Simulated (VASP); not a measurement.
Set up this calculation in VASP 6.6.1, as the native input.

```
Task                   : relaxation of cell and atoms
Functional             : PBE
Potentials or basis    : VASP PAW PBE potentials, release 64 (Tl_d, Os)
Cutoff                 : 600 eV
k mesh                 : 4 × 4 × 4
Occupations            : gaussian, width 0.1 eV
Spin                   : no spin polarisation
Dipole correction      : no
Further INCAR settings : ALGO = Normal; EDIFF = 1e-06; IBRION = 2; EDIFFG = -0.04; NSW = 90; ISIF = 3
```

The structure of TlOs lies in POSCAR:

```
TlOs
1.0
    0.0000000000      3.5721181083      3.5721181083
    3.5721181083      0.0000000000      3.5721181083
    3.5721181083      3.5721181083      0.0000000000
Tl Os
2 2
Direct
    0.5000000000      0.5000000000      0.5000000000
    0.7500000000      0.7500000000      0.7500000000
    0.0000000000      0.0000000000      0.0000000000
    0.2500000000      0.2500000000      0.2500000000
```

These files were run (other wordings do the same):

INCAR

```
SYSTEM = TlOs
PREC = Accurate
ENCUT = 600
EDIFF = 1E-6
ISMEAR = 0
SIGMA = 0.1
LREAL = .FALSE.
LASPH = .TRUE.
NELM = 60
ALGO = Normal
ISIF = 3
LWAVE = .FALSE.
LCHARG = .FALSE.
GGA = PE
IBRION = 2
NSW = 90
EDIFFG = -0.04
```

KPOINTS

```
regular mesh
0
G
  4 4 4
  0 0 0
```

Potentials or basis: VASP PAW PBE potentials, release 64 (Tl_d, Os).

Run with:

```console
$ cat potpaw_PBE.64/Tl_d/POTCAR potpaw_PBE.64/Os/POTCAR > POTCAR
$ mpirun -np 1 vasp_std > vasp.out
```

Results of the run:

```yaml
Relaxed_volume: 18.96 Å³/atom
Relaxed_cell: a = 4.752 Å, b = 4.752 Å, c = 4.752 Å, α = 60.00°, β = 60.00°, γ = 60.00°
Space_group_after_relaxing_to_0.05_Å: Fd-3m (No. 227)
Energy_gained_by_relaxing: 236.0 meV/atom
Ionic_steps: 4
Pressure_after_relaxing: 0.0 GPa
Band_gap_on_the_k_mesh: zero (band 21 reaches 8.90 eV, above the bottom of band 22 at 8.27 eV)
```

Caveat: the k points lie up to 0.40 Å⁻¹ apart in the final cell; the volume moved by over 15 % at a fixed basis, so the end points are rough; spin-orbit coupling is left out, which moves the levels of the heavy elements.

Run time: 2.7 min on 1 thread of AMD EPYC 7R13, on a shared host, peak memory 0.25 GiB.
